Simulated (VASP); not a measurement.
A run of VASP 6.6.1:

The input POSCAR:

```
PbF2
1.0
    2.9605993906      2.9605993906      0.0000000000
   -2.9605993906      2.9605993906      0.0000000000
    0.0000000000      2.9605993906      2.9605993906
Pb F
1 2
Direct
    0.0000000000      0.0000000000      0.0000000000
    0.2500000000      0.7500000000      0.5000000000
    0.7500000000      0.2500000000      0.5000000000
```

Contents of INCAR.step1:

```
SYSTEM = PbF2
ALGO = Normal
EDIFF = 1E-4
ENCUT = 600
GGA = PE
ISMEAR = 0
LASPH = .TRUE.
LCHARG = .FALSE.
LREAL = .FALSE.
LWAVE = .TRUE.
NELM = 100
PREC = Accurate
SIGMA = 0.01
```

Contents of INCAR.step2:

```
SYSTEM = PbF2
ALGO = Normal
EDIFF = 1E-6
EDIFFG = -0.002
ENCUT = 600
IBRION = 2
ISIF = 3
ISMEAR = 0
ISTART = 1
LASPH = .TRUE.
LCHARG = .FALSE.
LMIXTAU = .TRUE.
LREAL = .FALSE.
LWAVE = .FALSE.
METAGGA = R2SCAN
NELM = 100
NSW = 100
PREC = Accurate
PSTRESS = 150.0
SIGMA = 0.01
```

KPOINTS

```
k-points
0
G
  8 8 8
  0 0 0
```

Potentials or basis: VASP PAW PBE potentials, release 64 (Pb_d, F).

Launch:

```sh
$ cat potpaw_PBE.64/Pb_d/POTCAR potpaw_PBE.64/F/POTCAR > POTCAR
$ cp INCAR.step1 INCAR
$ mpirun -np 1 vasp_std > vasp.out
$ cp INCAR.step2 INCAR
$ mpirun -np 1 vasp_std > vasp.out
```

Hardware: 1 thread of AMD EPYC 7R13 Processor (Zen 3), on a shared host.

Estimate the wall time of this run.

Wall time 11 min on 1 thread of AMD EPYC 7R13 Processor (Zen 3), with other jobs on the host, peak memory 0.21 GiB. Counts: k points 29, ion steps 6.
